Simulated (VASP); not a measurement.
# Ti3AgN (Pm-3m) in VASP: notebook

Ti3AgN is run at these levels: r2SCAN; tasks: relaxation of cell and atoms, single point.

Everything below comes from runs of VASP 6.6.1. Logs are shortened: lines on timing, memory, paths and dates and some standing lists are left out, and cuts for length are marked.

## (1) The cell of the first run

Symmetry: Pm-3m, No. 221, cubic system. The conventional cell has a = 4.074 Å, b = 4.074 Å, c = 4.074 Å, α = 90.00°, β = 90.00°, γ = 90.00°. Within 3.8 Å of Ag (site symmetry m-3m) lie 12 Ti at 2.88 Å and 8 N at 3.53 Å. Within 2.7 Å of N (site symmetry m-3m) lie 6 Ti at 2.04 Å. Ti (site symmetry 4/mmm) has 2 N at 2.04 Å within 2.7 Å.

## (2) Relaxation of cell and atoms, r2SCAN

POSCAR

```
Ti3AgN
1.0
    4.0742943800      0.0000000000      0.0000000000
    0.0000000000      4.0742943800      0.0000000000
    0.0000000000      0.0000000000      4.0742943800
Ag N Ti
1 1 3
Direct
    0.0000000000      0.0000000000      0.0000000000
    0.5000000000      0.5000000000      0.5000000000
    0.0000000000      0.5000000000      0.5000000000
    0.5000000000      0.0000000000      0.5000000000
    0.5000000000      0.5000000000      0.0000000000
```

INCAR.step1

```
SYSTEM = Ti3AgN
PREC = Accurate
ENCUT = 600
ISMEAR = 1
SIGMA = 0.05
LREAL = .FALSE.
LASPH = .TRUE.
NELM = 100
GGA = PE
ALGO = Normal
EDIFF = 1E-4
LWAVE = .TRUE.
LCHARG = .FALSE.
```

INCAR.step2

```
SYSTEM = Ti3AgN
PREC = Accurate
ENCUT = 600
EDIFF = 1E-6
ISMEAR = 1
SIGMA = 0.05
LREAL = .FALSE.
LASPH = .TRUE.
NELM = 100
ALGO = Normal
ISIF = 3
LWAVE = .FALSE.
LCHARG = .FALSE.
METAGGA = R2SCAN
LMIXTAU = .TRUE.
IBRION = 2
NSW = 60
EDIFFG = -0.01
ISTART = 1
```

KPOINTS

```
regular mesh
0
G
  5 5 5
  0 0 0
```

Potentials or basis: VASP PAW PBE potentials, release 64 (Ag, N, Ti_sv).

Command:

```console
> cat potpaw_PBE.64/Ag/POTCAR potpaw_PBE.64/N/POTCAR potpaw_PBE.64/Ti_sv/POTCAR > POTCAR
> cp INCAR.step1 INCAR
> mpirun -np 1 vasp_std > vasp.out
> cp INCAR.step2 INCAR
> mpirun -np 1 vasp_std > vasp.out
```

OUTCAR:

```text
SYSTEM = Ti3AgN
   PREC = Accurate
   ENCUT = 600
   EDIFF = 1E-6
   ISMEAR = 1
   LREAL = .FALSE.
   LASPH = .TRUE.
   NELM = 100
   ISIF = 3
   METAGGA = R2SCAN
   IBRION = 2
   NSW = 60
   EDIFFG = -0.01
   ISTART = 1

 ion  position               nearest neighbor table
   1  0.000  0.000  0.000-   3 2.88   4 2.88   5 2.88   3 2.88   4 2.88   3 2.88   5 2.88   3 2.88
                             4 2.88   5 2.88   4 2.88   5 2.88
   2  0.500  0.500  0.500-   3 2.04   4 2.04   5 2.04   5 2.04   4 2.04   3 2.04
   3  0.000  0.500  0.500-   2 2.04   2 2.04   4 2.88   5 2.88   1 2.88   5 2.88   1 2.88   4 2.88
                             1 2.88   1 2.88   4 2.88   5 2.88   5 2.88   4 2.88
   4  0.500  0.000  0.500-   2 2.04   2 2.04   3 2.88   5 2.88   1 2.88   5 2.88   1 2.88   3 2.88
                             5 2.88   5 2.88   1 2.88   3 2.88   1 2.88   3 2.88
   5  0.500  0.500  0.000-   2 2.04   2 2.04   3 2.88   4 2.88   1 2.88   3 2.88   4 2.88   1 2.88
                             4 2.88   4 2.88   1 2.88   3 2.88   3 2.88   1 2.88

  LATTYP: Found a simple cubic cell.
 ALAT       =     4.0742943800

  Lattice vectors:

 A1 = (   4.0742943800,   0.0000000000,   0.0000000000)
 A2 = (   0.0000000000,   4.0742943800,   0.0000000000)
 A3 = (   0.0000000000,   0.0000000000,   4.0742943800)

Analysis of symmetry for initial positions (statically):
=====================================================================
 Subroutine PRICEL returns:
 Original cell was already a primitive cell.

 Routine SETGRP: Setting up the symmetry group for a
 simple cubic supercell.

 Subroutine GETGRP returns: Found 48 space group operations
 (whereof 48 operations were pure point group operations)
 out of a pool of 48 trial point group operations.

The static configuration has the point symmetry O_h .

Analysis of symmetry for dynamics (positions and initial velocities):
=====================================================================
 Subroutine PRICEL returns:
 Original cell was already a primitive cell.

 Routine SETGRP: Setting up the symmetry group for a
 simple cubic supercell.

 Subroutine GETGRP returns: Found 48 space group operations
 (whereof 48 operations were pure point group operations)
 out of a pool of 48 trial point group operations.

The dynamic configuration has the point symmetry O_h .

 Subroutine INISYM returns: Found 48 space group operations
 (whereof 48 operations are pure point group operations),
 and found     1 'primitive' translations

----------------------------------------------------------------------------------------

                                     Primitive cell

  volume of cell :      67.6328

  direct lattice vectors                    reciprocal lattice vectors
     4.074294380  0.000000000  0.000000000     0.245441273  0.000000000  0.000000000
     0.000000000  4.074294380  0.000000000     0.000000000  0.245441273  0.000000000
     0.000000000  0.000000000  4.074294380     0.000000000  0.000000000  0.245441273

  length of vectors
     4.074294380  4.074294380  4.074294380     0.245441273  0.245441273  0.245441273

  position of ions in fractional coordinates (direct lattice)
     0.000000000  0.000000000  0.000000000
     0.500000000  0.500000000  0.500000000
     0.000000000  0.500000000  0.500000000
     0.500000000  0.000000000  0.500000000
     0.500000000  0.500000000  0.000000000

  ion indices of the primitive-cell ions
   primitive index   ion index
                 1           1
                 2           2
                 3           3
                 4           4
                 5           5

----------------------------------------------------------------------------------------

 KPOINTS: regular mesh

Automatic generation of k-mesh.
 Grid dimensions read from file:
 generate k-points for:    5    5    5

 Generating k-lattice:

  Cartesian coordinates                     Fractional coordinates (reciprocal lattice)
     0.049088255  0.000000000  0.000000000     0.200000000  0.000000000  0.000000000
     0.000000000  0.049088255  0.000000000     0.000000000  0.200000000  0.000000000
     0.000000000  0.000000000  0.049088255     0.000000000  0.000000000  0.200000000

  Length of vectors
     0.049088255  0.049088255  0.049088255

  Shift w.r.t. Gamma in fractional coordinates (k-lattice)
     0.000000000  0.000000000  0.000000000

 Subroutine IBZKPT returns following result:
 ===========================================

 Found     10 irreducible k-points:

 Following reciprocal coordinates:
            Coordinates               Weight
  0.000000  0.000000  0.000000      1.000000
  0.200000  0.000000  0.000000      6.000000
  0.400000  0.000000  0.000000      6.000000
  0.200000  0.200000  0.000000     12.000000
  0.400000  0.200000  0.000000     24.000000
  0.400000  0.400000  0.000000     12.000000
  0.200000  0.200000  0.200000      8.000000
  0.400000  0.200000  0.200000     24.000000
  0.400000  0.400000  0.200000     24.000000
  0.400000  0.400000  0.400000      8.000000
   k-points           NKPTS =     10   k-points in BZ     NKDIM =     10   number of bands    NBANDS=     31
   number of dos      NEDOS =    301   number of ions     NIONS =      5
   total plane-waves  NPLWV =  46656
   dimension x,y,z NGX =    36 NGY =   36 NGZ =   36
   dimension x,y,z NGXF=    72 NGYF=   72 NGZF=   72
   ions per type =               1   1   3
   NGX,Y,Z   is equivalent  to a cutoff of  14.69, 14.69, 14.69 a.u.
   NGXF,Y,Z  is equivalent  to a cutoff of  29.38, 29.38, 29.38 a.u.
 SYSTEM =  Ti3AgN
   PREC   = accura    normal or accurate (medium, high low for compatibility)
   ISTART =      1    job   : 0-new  1-cont  2-samecut
   ICHARG =      0    charge: 1-file 2-atom 10-const
   ISPIN  =      1    spin polarized calculation?
   LNONCOLLINEAR =      F non collinear calculations
   LSORBIT =      F    spin-orbit coupling
   LASPH  =      T    aspherical Exc in radial PAW
   ENCUT  =  600.0 eV  44.10 Ry    6.64 a.u.   8.14  8.14  8.14*2*pi/ulx,y,z
   NELM   =    100;   NELMIN=  2; NELMDL=  0     # of ELM steps
   EDIFF  = 0.1E-05   stopping-criterion for ELM
   LREAL  =      F    real-space projection
   EDIFFG = -.1E-01   stopping-criterion for IOM
   NSW    =     60    number of steps for IOM
   IBRION =      2    ionic relax: 0-MD 1-quasi-New 2-CG
   NFREE  =      1    steps in history (QN), initial steepest desc. (CG)
   ISIF   =      3    stress and relaxation
   ISYM   =      2    0-nonsym 1-usesym 2-fastsym
   POTIM  = 0.5000    time-step for ionic-motion
   TEBEG  =    0.0;   TEEND  =   0.0 temperature during run
   PSTRESS=    0.0 pullay stress
   NELECT =      52.0000    total number of electrons
   NUPDOWN=      -1.0000    fix difference up-down
   EMIN   =  10.00;   EMAX   =-10.00  energy-range for DOS
   EFERMI =   0.00;   METHOD = LEGACY
   ISMEAR =     1;   SIGMA  =   0.05  broadening in eV -4-tet -1-fermi 0-gaus
   EFERMI_NEDOS =   21; number of points for ismear=-14 and -15
   IALGO  =     38    algorithm
   IMIX   =      4    mixing-type and parameters
     AMIX     =   0.40;   BMIX     =  1.00
     AMIX_MAG =   1.60;   BMIX_MAG =  1.00
  volume/ion in A,a.u.               =      13.53        91.28
  Fermi-wavevector in a.u.,A,eV,Ry     =   1.499766  2.834147 30.603563  2.249298
  Thomas-Fermi vector in A             =   2.611353
   LORBIT       =      0    0 simple, 1 ext, 2 COOP (PROOUT), +10 PAW based schemes
   METAGGA = R2SCAN    functional components
   LHFCALC =     F    Hartree Fock is set to
   AEXX    =    0.0000 exact exchange contribution
   IVDW    =     0    specifies the selected vdW correction
   LEPSILON=     F    determine dielectric tensor
   LRPA    =     F    only Hartree local field effects (RPA)
 conjugate gradient relaxation of ions
 non-spin polarized calculation
 Methfessel and Paxton  Order N= 1 SIGMA  =   0.05
  energy-cutoff  :      600.00
  volume of cell :       67.63
 maximum number of plane-waves:      2301
 NGX is ok and might be reduce to    36
   NGX = 17   NGY = 17   NGZ = 17

--------------------------------------- Ionic step        1  -------------------------------------------

 number of electron      52.0000005 magnetization

 Free energy of the ion-electron system (eV)
  ---------------------------------------------------
  ext. energy  EPLUGINS =         0.00000000
  ---------------------------------------------------
  free energy    TOTEN  =       -73.66261822 eV

  energy without entropy =      -73.66230938  energy(sigma->0) =      -73.66251527

------------------------ aborting loop because EDIFF is reached ----------------------------------------

  FORCE on cell =-STRESS in cart. coord.  units (eV):
  Direction    XX          YY          ZZ          XY          YZ          ZX
  --------------------------------------------------------------------------------------
  -------------------------------------------------------------------------------------
  Total        3.6589154      3.6589154      3.6589154     -0.0000000     -0.0000000     -0.0000000
  in kB       86.6773713     86.6773713     86.6773713     -0.0000000     -0.0000000     -0.0000000
  external PRESSURE =      86.6773713 kB  Pullay stress =       0.0000000 kB

 VOLUME and BASIS-vectors are now :
 -----------------------------------------------------------------------------
  energy-cutoff  :      600.00
  volume of cell :       67.63
      direct lattice vectors                 reciprocal lattice vectors
     4.074294380  0.000000000  0.000000000     0.245441273  0.000000000  0.000000000
     0.000000000  4.074294380  0.000000000     0.000000000  0.245441273  0.000000000
     0.000000000  0.000000000  4.074294380     0.000000000  0.000000000  0.245441273
[... 40 lines left out ...]
 POSITION                                       TOTAL-FORCE (eV/Angst)
 -----------------------------------------------------------------------------------
      0.00000      0.00000      0.00000         0.000000      0.000000      0.000000
      2.10906      2.10906      2.10906         0.000000      0.000000      0.000000
     -0.00000      2.10906      2.10906        -0.000000     -0.000000      0.000000
      2.10906      0.00000      2.10906        -0.000000     -0.000000      0.000000
      2.10906      2.10906      0.00000         0.000000      0.000000      0.000000
 -----------------------------------------------------------------------------------
    total drift:                                0.000000      0.000000      0.000000

  FREE ENERGIE OF THE ION-ELECTRON SYSTEM (eV)
  ---------------------------------------------------
  free  energy   TOTEN  =       -73.6117769420 eV

  energy  without entropy=      -73.6125260948  energy(sigma->0) =      -73.61202666

--------------------------------------- Ionic step        3  -------------------------------------------

 number of electron      52.0000006 magnetization

 Free energy of the ion-electron system (eV)
  ---------------------------------------------------
  ext. energy  EPLUGINS =         0.00000000
  ---------------------------------------------------
  free energy    TOTEN  =       -73.74342688 eV

  energy without entropy =      -73.74351844  energy(sigma->0) =      -73.74345740

 E-fermi :   9.3523     XC(G=0): -13.0540

 val. band max:        9.3360045778   @ k =   0.4000   0.2000   0.2000
 cond. band min:       9.4276715646   @ k =   0.4000   0.4000   0.2000
 fundamental gap:      0.0916669868
 Fermi energy:         9.3522999250

 k-point     1 :       0.0000    0.0000    0.0000
  band No.  band energies     occupation
      1     -50.3801      2.00000
      2     -50.2553      2.00000
      3     -50.2553      2.00000
      4     -25.7965      2.00000
      5     -25.7965      2.00000
      6     -25.7965      2.00000
[... 351 lines left out ...]
 POSITION                                       TOTAL-FORCE (eV/Angst)
 -----------------------------------------------------------------------------------
      0.00000      0.00000      0.00000         0.000000      0.000000      0.000000
      2.06817      2.06817      2.06817         0.000000      0.000000      0.000000
     -0.00000      2.06817      2.06817        -0.000000      0.000000      0.000000
      2.06817      0.00000      2.06817        -0.000000     -0.000000      0.000000
      2.06817      2.06817      0.00000         0.000000      0.000000      0.000000
 -----------------------------------------------------------------------------------
    total drift:                                0.000000      0.000000      0.000000

  FREE ENERGIE OF THE ION-ELECTRON SYSTEM (eV)
  ---------------------------------------------------
  free  energy   TOTEN  =       -73.7434268810 eV

  energy  without entropy=      -73.7435184436  energy(sigma->0) =      -73.74345740

 reached required accuracy - stopping structural energy minimisation
```

Run time: 4.4 min. Hardware: 1 thread of Intel Xeon Platinum 8488C (Sapphire Rapids), shared host; peak memory 0.24 GiB.

Results:

```
Free energy                           : -73.7434 eV
Relaxed volume                        : 14.15 Å³/atom
Relaxed cell                          : a = 4.136 Å, b = 4.136 Å, c = 4.136 Å, α = 90.00°, β = 90.00°, γ = 90.00°
Space group after relaxing (to 0.1 Å) : Pm-3m (No. 221)
Energy gained by relaxing             : 16.2 meV/atom
Ionic steps                           : 3
Pressure after relaxing               : -0.1 GPa
Band gap on the k mesh                : zero (bands 26 and 27 overlap by 0.77 eV)
```

Step by step:
```
step  energy change (eV)  largest force (eV/Å)  pressure (GPa)  volume (Å³)
   1              0.0000                0.0000            8.67        67.63
   2              0.0508                0.0000           -9.24        75.05
   3             -0.0808                0.0000           -0.07        70.77
```

Final structure:
```
Ag N Ti
1.0
     4.13634    0.00000    0.00000
     0.00000    4.13634    0.00000
     0.00000    0.00000    4.13634
Ag N Ti
1 1 3
Direct
  0.00000 0.00000 0.00000
  0.50000 0.50000 0.50000
  0.00000 0.50000 0.50000
  0.50000 0.00000 0.50000
  0.50000 0.50000 0.00000
```

Caveat: the PAW data sets were made with another functional, which shifts forces and pressure a little.

[end of part 1 of 2]

The gap in the log of VASP goes by the Fermi energy; the results here count the filled bands.